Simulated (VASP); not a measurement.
# Mo in VASP: a series of runs, part 2 of 2

VASP 6.6.1. The steps go on from the part before.

## (5) Single point, r2SCAN (uniaxial strain along c: -4.0 %, then relaxed in part)

Input file POSCAR:

```
Mo
1.0
    3.1848876757      0.0000000000      0.0000000000
    0.0000000000      3.1848876757      0.0000000000
    0.0000000000      0.0000000000      3.0244130805
Mo
2
Direct
    0.0000000000      0.0000000000      0.0000000000
    0.5000000000      0.5000000000      0.5000000000
```

Input file INCAR.step1:

```
SYSTEM = Mo
  PREC = Accurate
  ENCUT = 520
  ISMEAR = 0
  SIGMA = 0.1
  LREAL = .FALSE.
  LASPH = .TRUE.
  NELM = 80
  NBANDS = 21
  GGA = PE
  ALGO = Normal
  EDIFF = 1E-4
  LWAVE = .TRUE.
  LCHARG = .FALSE.
```

Input file INCAR.step2:

```
SYSTEM = Mo
  PREC = Accurate
  ENCUT = 520
  EDIFF = 1E-7
  ISMEAR = 0
  SIGMA = 0.1
  LREAL = .FALSE.
  LASPH = .TRUE.
  NELM = 80
  ALGO = Normal
  ISIF = 2
  LWAVE = .FALSE.
  LCHARG = .FALSE.
  METAGGA = R2SCAN
  LMIXTAU = .TRUE.
  NBANDS = 21
  ISTART = 1
```

Input file KPOINTS:

```
regular mesh
0
G
  16 16 16
  0 0 0
```

Potentials or basis: VASP PAW PBE potentials, release 64 (Mo_sv).

The run is started by

```
> cat potpaw_PBE.64/Mo_sv/POTCAR > POTCAR
> cp INCAR.step1 INCAR
> mpirun -np 1 vasp_std > vasp.out
> cp INCAR.step2 INCAR
> mpirun -np 1 vasp_std > vasp.out
```

OUTCAR:

```text
SYSTEM = Mo
   PREC = Accurate
   ENCUT = 520
   EDIFF = 1E-7
   ISMEAR = 0
   LREAL = .FALSE.
   LASPH = .TRUE.
   NELM = 80
   ISIF = 2
   METAGGA = R2SCAN
   ISTART = 1

 ion  position               nearest neighbor table
   1  0.000  0.000  0.000-   2 2.71   2 2.71   2 2.71   2 2.71   2 2.71   2 2.71   2 2.71   2 2.71

   2  0.500  0.500  0.500-   1 2.71   1 2.71   1 2.71   1 2.71   1 2.71   1 2.71   1 2.71   1 2.71

  LATTYP: Found a simple tetragonal cell.
 ALAT       =     3.1848876757
 C/A-ratio  =     0.9496137348

  Lattice vectors:

 A1 = (   3.1848876757,   0.0000000000,   0.0000000000)
 A2 = (   0.0000000000,   3.1848876757,   0.0000000000)
 A3 = (   0.0000000000,   0.0000000000,   3.0244130805)

Analysis of symmetry for initial positions (statically):
=====================================================================
 Subroutine PRICEL returns following result:

  LATTYP: Found a body centered tetragonal cell.
 ALAT       =     3.1848876757
 C/A-ratio  =     0.9496137348

  Lattice vectors:

 A1 = (  -1.5924438378,  -1.5924438378,  -1.5122065403)
[... 174 lines left out ...]
 number of electron      28.0000004 magnetization

 Free energy of the ion-electron system (eV)
  ---------------------------------------------------
  ext. energy  EPLUGINS =         0.00000000
  ---------------------------------------------------
  free energy    TOTEN  =       -52.08431172 eV

  energy without entropy =      -52.07876810  energy(sigma->0) =      -52.08153991

 E-fermi :  12.8891     XC(G=0): -14.7564

 val. band max:       12.8807783034   @ k =   0.2500   0.0000   0.1250
 cond. band min:      12.8916759719   @ k =   0.1250   0.1250   0.4375
 fundamental gap:      0.0108976685
 Fermi energy:        12.8890893563

 k-point     1 :       0.0000    0.0000    0.0000
  band No.  band energies     occupation
      1     -50.3694      2.00000
      2     -49.8372      2.00000
      3     -23.9409      2.00000
      4     -23.9409      2.00000
      5     -23.7617      2.00000
      6     -22.8004      2.00000
[... 565 lines left out ...]
     20      16.4196      0.00000
     21      28.0323      0.00000

 [... further k-points ...]
[... 5 lines left out ...]
  --------------------------------------------------------------------------------------
  -------------------------------------------------------------------------------------
  Total        0.2369775      0.2369775      3.6363012      0.0000000      0.0000000      0.0000000
  in kB       12.3762283     12.3762283    189.9070464      0.0000000      0.0000000      0.0000000
  external PRESSURE =      71.5531677 kB  Pullay stress =       0.0000000 kB

 VOLUME and BASIS-vectors are now :
 -----------------------------------------------------------------------------
  energy-cutoff  :      520.00
  volume of cell :       30.68
      direct lattice vectors                 reciprocal lattice vectors
     3.184887676  0.000000000  0.000000000     0.313982816  0.000000000  0.000000000
     0.000000000  3.184887676  0.000000000     0.000000000  0.313982816  0.000000000
     0.000000000  0.000000000  3.024413081     0.000000000  0.000000000  0.330642665

 POSITION                                       TOTAL-FORCE (eV/Angst)
 -----------------------------------------------------------------------------------
      0.00000      0.00000      0.00000         0.000000      0.000000      0.000000
      1.59244      1.59244      1.51221         0.000000     -0.000000     -0.000000
 -----------------------------------------------------------------------------------
    total drift:                                0.000000      0.000000     -0.000000

  FREE ENERGIE OF THE ION-ELECTRON SYSTEM (eV)
  ---------------------------------------------------
  free  energy   TOTEN  =       -52.0843117230 eV

  energy  without entropy=      -52.0787681001  energy(sigma->0) =      -52.08153991
```

OUTCAR.step1:

```text
SYSTEM = Mo
   PREC = Accurate
   ENCUT = 520
   ISMEAR = 0
   LREAL = .FALSE.
   LASPH = .TRUE.
[... 820 lines left out ...]
      0.00000      0.00000      0.00000         0.000000      0.000000      0.000000
      1.59244      1.59244      1.51221         0.000000     -0.000000     -0.000000
 -----------------------------------------------------------------------------------
    total drift:                                0.000000      0.000000     -0.000000

  FREE ENERGIE OF THE ION-ELECTRON SYSTEM (eV)
  ---------------------------------------------------
  free  energy   TOTEN  =       -21.7918421406 eV

  energy  without entropy=      -21.7853666665  energy(sigma->0) =      -21.78860440
```

OSZICAR.step1:

```text
N       E                     dE             d eps       ncg     rms          rms(c)
DAV:   1     0.270813555088E+03    0.27081E+03   -0.16795E+04 17010   0.139E+03
DAV:   2    -0.174089501062E+02   -0.28822E+03   -0.27986E+03 19131   0.431E+02
DAV:   3    -0.230406986748E+02   -0.56317E+01   -0.55475E+01 19386   0.611E+01
DAV:   4    -0.230677442914E+02   -0.27046E-01   -0.27034E-01 18873   0.444E+00
DAV:   5    -0.230679204151E+02   -0.17612E-03   -0.17612E-03 19768   0.354E-01    0.217E+01
DAV:   6    -0.219570590813E+02    0.11109E+01   -0.19963E+00 18630   0.126E+01    0.615E+00
DAV:   7    -0.217995008499E+02    0.15756E+00   -0.43408E-01 19680   0.542E+00    0.125E+00
DAV:   8    -0.217917011456E+02    0.77997E-02   -0.82299E-03 17630   0.913E-01    0.259E-01
DAV:   9    -0.217918219009E+02   -0.12076E-03   -0.26239E-04 17705   0.166E-01    0.982E-02
DAV:  10    -0.217918421406E+02   -0.20240E-04   -0.30374E-05  9315   0.547E-02
   1 F= -.21791842E+02 E0= -.21788604E+02  d E =-.647547E-02
```

Wall time 5.3 min (1 thread of Intel Xeon Platinum 8259CL at 2.50GHz (Skylake/Cascade Lake), shared host); peak memory 0.3 GiB.

What came out:

```yaml
Free_energy: -52.0843 eV
Pressure: 7.2 GPa
Band_gap_on_the_k_mesh: zero (band 14 reaches 14.69 eV, above the bottom of band 15 at 11.91 eV)
```

Caveat: the cell differs from its parent crystal (uniaxial strain along c: -4.0 %, then relaxed in part); the PAW data sets were made with another functional, which shifts forces and pressure a little.

## (6) Single point, r2SCAN (uniaxial strain along c: -2.0 %, then relaxed in part)

Input file POSCAR:

```
Mo
1.0
    3.1667915526      0.0000000000      0.0000000000
    0.0000000000      3.1667915526      0.0000000000
    0.0000000000      0.0000000000      3.0874216864
Mo
2
Direct
    0.0000000000      0.0000000000      0.0000000000
    0.5000000000      0.5000000000      0.5000000000
```

Input file INCAR.step1:

```
PREC = Accurate ; ENCUT = 520
ISMEAR = 0 ; SIGMA = 0.1
LREAL = False ; LASPH = True
NELM = 100 ; NBANDS = 21
GGA = PE ; ALGO = Normal
EDIFF = 1E-4 ; LWAVE = True
LCHARG = False
```

Input file INCAR.step2:

```
PREC = Accurate ; ENCUT = 520
EDIFF = 1E-7 ; ISMEAR = 0
SIGMA = 0.1 ; LREAL = False
LASPH = True ; NELM = 100
ALGO = Normal ; ISIF = 2
LWAVE = False ; LCHARG = False
METAGGA = R2SCAN ; LMIXTAU = True
NBANDS = 21 ; ISTART = 1
```

Input file KPOINTS:

```
regular mesh
0
Gamma
  16 16 16
```

Potentials or basis: VASP PAW PBE potentials, release 64 (Mo_sv).

The run is started by

```
> cat potpaw_PBE.64/Mo_sv/POTCAR > POTCAR
> cp INCAR.step1 INCAR
> mpirun -np 1 vasp_std > vasp.out
> cp INCAR.step2 INCAR
> mpirun -np 1 vasp_std > vasp.out
```

OUTCAR:

```text
PREC = Accurate
   ENCUT = 520
   EDIFF = 1E-7
   ISMEAR = 0
   LREAL = False
   LASPH = True
   NELM = 100
   ISIF = 2
   METAGGA = R2SCAN
   ISTART = 1

 ion  position               nearest neighbor table
   1  0.000  0.000  0.000-   2 2.72   2 2.72   2 2.72   2 2.72   2 2.72   2 2.72   2 2.72   2 2.72

   2  0.500  0.500  0.500-   1 2.72   1 2.72   1 2.72   1 2.72   1 2.72   1 2.72   1 2.72   1 2.72

  LATTYP: Found a simple tetragonal cell.
 ALAT       =     3.1667915526
 C/A-ratio  =     0.9749368202

  Lattice vectors:

 A1 = (   3.1667915526,   0.0000000000,   0.0000000000)
 A2 = (   0.0000000000,   3.1667915526,   0.0000000000)
 A3 = (   0.0000000000,   0.0000000000,   3.0874216864)

Analysis of symmetry for initial positions (statically):
=====================================================================
 Subroutine PRICEL returns following result:

  LATTYP: Found a body centered tetragonal cell.
 ALAT       =     3.1667915526
 C/A-ratio  =     0.9749368202

  Lattice vectors:

 A1 = (  -1.5833957763,  -1.5833957763,  -1.5437108432)
 A2 = (   1.5833957763,   1.5833957763,  -1.5437108432)
 A3 = (   1.5833957763,  -1.5833957763,   1.5437108432)

   2 primitive cells build up your supercell.

 Routine SETGRP: Setting up the symmetry group for a
 simple tetragonal supercell.

 Subroutine GETGRP returns: Found 16 space group operations
 (whereof 16 operations were pure point group operations)
 out of a pool of 16 trial point group operations.

The static configuration has the point symmetry D_4h.

Analysis of symmetry for dynamics (positions and initial velocities):
=====================================================================
 Subroutine PRICEL returns following result:

  LATTYP: Found a body centered tetragonal cell.
 ALAT       =     3.1667915526
 C/A-ratio  =     0.9749368202

  Lattice vectors:

 A1 = (  -1.5833957763,  -1.5833957763,  -1.5437108432)
 A2 = (   1.5833957763,   1.5833957763,  -1.5437108432)
 A3 = (   1.5833957763,  -1.5833957763,   1.5437108432)

   2 primitive cells build up your supercell.

 Routine SETGRP: Setting up the symmetry group for a
 simple tetragonal supercell.

 Subroutine GETGRP returns: Found 16 space group operations
 (whereof 16 operations were pure point group operations)
 out of a pool of 16 trial point group operations.

The dynamic configuration has the point symmetry D_4h.

 Subroutine INISYM returns: Found 16 space group operations
 (whereof 16 operations are pure point group operations),
 and found     2 'primitive' translations

----------------------------------------------------------------------------------------

                                     Primitive cell

  volume of cell :      15.4812

  direct lattice vectors                    reciprocal lattice vectors
    -1.583395776 -1.583395776 -1.543710843     0.000000000 -0.315777020 -0.323894855
     1.583395776  1.583395776 -1.543710843     0.315777020  0.000000000 -0.323894855
     1.583395776 -1.583395776  1.543710843     0.315777020 -0.315777020  0.000000000

  length of vectors
     2.719802849  2.719802849  2.719802849     0.452352743  0.452352743  0.446576145

  position of ions in fractional coordinates (direct lattice)
     0.000000000  0.000000000  0.000000000

  ion indices of the primitive-cell ions
   primitive index   ion index
                 1           1

----------------------------------------------------------------------------------------

 KPOINTS: regular mesh

Automatic generation of k-mesh.
 Grid dimensions read from file:
 generate k-points for:   16   16   16

 Generating k-lattice:

  Cartesian coordinates                     Fractional coordinates (reciprocal lattice)
     0.019736064  0.000000000  0.000000000     0.062500000  0.000000000  0.000000000
     0.000000000  0.019736064  0.000000000     0.000000000  0.062500000  0.000000000
     0.000000000  0.000000000  0.020243428     0.000000000  0.000000000  0.062500000

  Length of vectors
     0.019736064  0.019736064  0.020243428

  Shift w.r.t. Gamma in fractional coordinates (k-lattice)
     0.000000000  0.000000000  0.000000000

 Subroutine IBZKPT returns following result:
 ===========================================

 Found    405 irreducible k-points:

 Following reciprocal coordinates:
            Coordinates               Weight
  0.000000  0.000000  0.000000      1.000000
  0.062500  0.000000  0.000000      4.000000
  0.125000  0.000000  0.000000      4.000000
  0.187500  0.000000  0.000000      4.000000
  0.250000  0.000000  0.000000      4.000000
  0.312500  0.000000  0.000000      4.000000
[... 16 lines left out ...]
  0.437500  0.125000  0.000000      8.000000
  0.500000  0.125000  0.000000      4.000000
 [... further k-points ...]
   k-points           NKPTS =    405   k-points in BZ     NKDIM =    405   number of bands    NBANDS=     21
   number of dos      NEDOS =    301   number of ions     NIONS =      2
   total plane-waves  NPLWV =  13824
   dimension x,y,z NGX =    24 NGY =   24 NGZ =   24
   dimension x,y,z NGXF=    48 NGYF=   48 NGZF=   48
   ions per type =               2
   NGX,Y,Z   is equivalent  to a cutoff of  12.60, 12.60, 12.92 a.u.
   NGXF,Y,Z  is equivalent  to a cutoff of  25.20, 25.20, 25.85 a.u.
 SYSTEM =  unknown system
   PREC   = accura    normal or accurate (medium, high low for compatibility)
   ISTART =      1    job   : 0-new  1-cont  2-samecut
   ICHARG =      0    charge: 1-file 2-atom 10-const
   ISPIN  =      1    spin polarized calculation?
   LNONCOLLINEAR =      F non collinear calculations
   LSORBIT =      F    spin-orbit coupling
   LASPH  =      T    aspherical Exc in radial PAW
   ENCUT  =  520.0 eV  38.22 Ry    6.18 a.u.   5.89  5.89  5.74*2*pi/ulx,y,z
   NELM   =    100;   NELMIN=  2; NELMDL=  0     # of ELM steps
   EDIFF  = 0.1E-06   stopping-criterion for ELM
   LREAL  =      F    real-space projection
   EDIFFG = 0.1E-05   stopping-criterion for IOM
   NSW    =      0    number of steps for IOM
   IBRION =     -1    ionic relax: 0-MD 1-quasi-New 2-CG
   NFREE  =      0    steps in history (QN), initial steepest desc. (CG)
   ISIF   =      2    stress and relaxation
   ISYM   =      2    0-nonsym 1-usesym 2-fastsym
   POTIM  = 0.5000    time-step for ionic-motion
   TEBEG  =    0.0;   TEEND  =   0.0 temperature during run
   PSTRESS=    0.0 pullay stress
   NELECT =      28.0000    total number of electrons
   NUPDOWN=      -1.0000    fix difference up-down
   EMIN   =  10.00;   EMAX   =-10.00  energy-range for DOS
   EFERMI =   0.00;   METHOD = LEGACY
   ISMEAR =     0;   SIGMA  =   0.10  broadening in eV -4-tet -1-fermi 0-gaus
   EFERMI_NEDOS =   21; number of points for ismear=-14 and -15
   IALGO  =     38    algorithm
   IMIX   =      4    mixing-type and parameters
     AMIX     =   0.40;   BMIX     =  1.00
     AMIX_MAG =   1.60;   BMIX_MAG =  1.00
  volume/ion in A,a.u.               =      15.48       104.47
  Fermi-wavevector in a.u.,A,eV,Ry     =   1.583127  2.991677 34.100179  2.506292
  Thomas-Fermi vector in A             =   2.682945
   LORBIT       =      0    0 simple, 1 ext, 2 COOP (PROOUT), +10 PAW based schemes
   METAGGA = R2SCAN    functional components
   LHFCALC =     F    Hartree Fock is set to
   AEXX    =    0.0000 exact exchange contribution
   IVDW    =     0    specifies the selected vdW correction
   LEPSILON=     F    determine dielectric tensor
   LRPA    =     F    only Hartree local field effects (RPA)
 non-spin polarized calculation
 Gauss-broadening in eV      SIGMA  =   0.10
  energy-cutoff  :      520.00
  volume of cell :       30.96
 maximum number of plane-waves:       856
 NGX is ok and might be reduce to    24
   NGX = 11   NGY = 11   NGZ = 11

 number of electron      28.0000001 magnetization

 Free energy of the ion-electron system (eV)
  ---------------------------------------------------
  ext. energy  EPLUGINS =         0.00000000
  ---------------------------------------------------
  free energy    TOTEN  =       -52.13859524 eV

  energy without entropy =      -52.13244329  energy(sigma->0) =      -52.13551927

 E-fermi :  12.7327     XC(G=0): -14.6981

 val. band max:       12.7310074669   @ k =   0.4375   0.3750   0.0625
 cond. band min:      12.7329413387   @ k =   0.5000   0.3750   0.0000
 fundamental gap:      0.0019338718
 Fermi energy:        12.7326781475

 k-point     1 :       0.0000    0.0000    0.0000
  band No.  band energies     occupation
      1     -50.5184      2.00000
      2     -50.0024      2.00000
      3     -24.0566      2.00000
      4     -24.0566      2.00000
      5     -23.9724      2.00000
      6     -22.9686      2.00000
[... 550 lines left out ...]
      5     -23.4540      2.00000
      6     -23.4540      2.00000
[... 13 lines left out ...]
     20      16.3899      0.00000
     21      27.8661      0.00000

 [... further k-points ...]
[... 5 lines left out ...]
  --------------------------------------------------------------------------------------
  -------------------------------------------------------------------------------------
  Total        0.2303348      0.2303348      1.8964800      0.0000000      0.0000000      0.0000000
  in kB       11.9188753     11.9188753     98.1350029      0.0000000      0.0000000      0.0000000
  external PRESSURE =      40.6575845 kB  Pullay stress =       0.0000000 kB

 VOLUME and BASIS-vectors are now :
 -----------------------------------------------------------------------------
  energy-cutoff  :      520.00
  volume of cell :       30.96
      direct lattice vectors                 reciprocal lattice vectors
     3.166791553  0.000000000  0.000000000     0.315777020  0.000000000  0.000000000
     0.000000000  3.166791553  0.000000000     0.000000000  0.315777020  0.000000000
     0.000000000  0.000000000  3.087421686     0.000000000  0.000000000  0.323894855

 POSITION                                       TOTAL-FORCE (eV/Angst)
 -----------------------------------------------------------------------------------
      0.00000      0.00000      0.00000        -0.000000     -0.000000      0.000000
      1.58340      1.58340      1.54371         0.000000      0.000000     -0.000000
 -----------------------------------------------------------------------------------
    total drift:                                0.000000      0.000000     -0.000000

  FREE ENERGIE OF THE ION-ELECTRON SYSTEM (eV)
  ---------------------------------------------------
  free  energy   TOTEN  =       -52.1385952385 eV

  energy  without entropy=      -52.1324432920  energy(sigma->0) =      -52.13551927
```

OUTCAR.step1:

```text
PREC = Accurate
   ENCUT = 520
   ISMEAR = 0
   LREAL = False
   LASPH = True
[... 820 lines left out ...]
      0.00000      0.00000      0.00000         0.000000      0.000000      0.000000
      1.58340      1.58340      1.54371        -0.000000     -0.000000     -0.000000
 -----------------------------------------------------------------------------------
    total drift:                                0.000000      0.000000     -0.000000

  FREE ENERGIE OF THE ION-ELECTRON SYSTEM (eV)
  ---------------------------------------------------
  free  energy   TOTEN  =       -21.8468233826 eV

  energy  without entropy=      -21.8402909773  energy(sigma->0) =      -21.84355718
```

It took 5.4 min on 1 thread of Intel Xeon Platinum 8259CL at 2.50GHz (Skylake/Cascade Lake), shared host; peak memory 0.3 GiB.

Results:

```yaml
Free_energy: -52.1386 eV
Pressure: 4.1 GPa
Band_gap_on_the_k_mesh: zero (band 14 reaches 14.40 eV, above the bottom of band 15 at 11.90 eV)
```

Levels at points of the mesh, in eV from the Fermi level:
| k point | band 10 | band 11 | band 12 | band 13 | band 14 | band 15 | band 16 | band 17 | band 18 | band 19 |
| --- | --- | --- | --- | --- | --- | --- | --- | --- | --- | --- |
| (0.00, 0.00, 0.00) | -5.79 | -5.72 | -1.68 | -1.35 | -1.35 | 1.69 | 2.10 | 4.15 | 4.15 | 4.23 |
| (0.50, 0.00, 0.00) | -4.06 | -2.82 | -2.82 | -0.76 | -0.76 | -0.52 | -0.52 | 0.95 | 0.95 | 3.58 |
| (0.50, 0.50, 0.00) | -5.66 | -3.43 | -3.43 | 1.45 | 1.45 | 1.62 | 1.62 | 2.47 | 2.47 | 4.93 |
| (0.00, 0.00, 0.50) | -3.89 | -2.71 | -2.71 | -0.83 | -0.83 | -0.83 | -0.83 | 0.79 | 0.79 | 4.11 |
| (0.50, 0.00, 0.50) | -5.69 | -3.77 | -3.77 | 1.67 | 1.67 | 1.96 | 1.96 | 2.72 | 2.72 | 4.99 |
| (0.50, 0.50, 0.50) | -2.91 | -2.91 | -2.91 | -2.74 | -2.74 | 2.64 | 2.64 | 2.83 | 2.83 | 10.38 |

Caveat: the cell differs from its parent crystal (uniaxial strain along c: -2.0 %, then relaxed in part); the PAW data sets were made with another functional, which shifts forces and pressure a little.

## (7) The runs side by side

| cell | k mesh | gap on the mesh (eV) | pressure (GPa) |
| --- | --- | --- | --- |
| a = 2.743 Å, angles 109.5°, 1 atom | 8 × 8 × 8 | none | -2.1 |
| a = 2.728 Å, angles 109.5°, 1 atom | 18 × 18 × 18 | none | 1.1 |
| a = 3.339 Å, 2 atoms | 16 × 16 × 16 | none | -32.2 |
| a = 3.185, b = 3.185, c = 3.024 Å, 2 atoms | 16 × 16 × 16 | none | 7.2 |
| a = 3.167, b = 3.167, c = 3.087 Å, 2 atoms | 16 × 16 × 16 | none | 4.1 |

Alike in all rows: task single point; level r2SCAN; potentials or basis VASP PAW PBE potentials, release 64 (Mo_sv); no spin polarisation; cutoff (eV) 520; smearing gaussian 0.1 eV.

Caveats: the PAW data sets were made with another functional, which shifts forces and pressure a little.

Absolute energies hang on the potentials; compare differences alone.
